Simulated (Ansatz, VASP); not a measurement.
## Two plane-wave programs on Ir

File INCAR:

```
SYSTEM = Ir
PREC = Accurate
ENCUT = 520
EDIFF = 1E-6
ISMEAR = 1
SIGMA = 1.0
LREAL = .False.
LASPH = .True.
NELM = 80
ALGO = Normal
ISIF = 2
LWAVE = .False.
LCHARG = .False.
GGA = CA
NBANDS = 10
```

File KPOINTS:

```
Automatic mesh
0
Gamma
  14 14 14
  0 0 0
```

Contents of POSCAR:

```
Ir
1.0
    0.0000000000      1.9060927672      1.9060927672
    1.9060927672      0.0000000000      1.9060927672
    1.9060927672      1.9060927672      0.0000000000
Ir
1
Direct
    0.0000000000      0.0000000000      0.0000000000
```

Input for Ansatz:

```yaml
crystal:
  lattice:
    - [0.0, 1.9060927672, 1.9060927672]
    - [1.9060927672, 0.0, 1.9060927672]
    - [1.9060927672, 1.9060927672, 0.0]
  atoms:
    - { symbol: Ir, position: [0.0, 0.0, 0.0] }
hamiltonian:
  xc: lda
  pseudopotentials:
    kind: paw
    azcp:
      Ir: "pseudopotentials/Ir.paw.azcp"
basis:
  ecutwfc: 420
  fft_grid_basis: typed
kpoints:
  mp_grid: { grid: [14, 14, 14], shift: [0, 0, 0] }
magnetization:
  spin_polarized: false
scf:
  occupations: { method: methfessel_paxton, width: 1.0 }
  lower_state_search: "off"
output:
  stress: true
  write_density: true
  write_potential: true
  elf: true
  volumetric_format: npy
```

Alike in both runs: task single point; functional LDA; k mesh 14 × 14 × 14; occupations methfessel-paxton of order 1, width 1 eV; no spin polarisation.

|  | VASP | Ansatz |
| --- | --- | --- |
| version | VASP 6.6.1 | Ansatz 0.2.0 |
| potentials or method | VASP PAW LDA potentials, release 64 (Ir), cutoff 520 eV | plane waves (420 eV) with PAW, scalar-relativistic |
| valence electrons in the cell | 9 | 17 |

Ansatz gave:

- pressure (GPa): -0.1

What did VASP give for the same quantities?

Pressure (GPa): 2.5.

Ansatz warns that its potentials were made for another functional, while VASP's fit it. LDA's correlation is that of Perdew and Zunger in VASP and of Perdew and Wang (1992) in Ansatz. VASP's potentials hold 9 valence electrons a cell and Ansatz's 17, so a difference there can come from the potentials and not from the codes.

Spin-orbit coupling is off throughout.
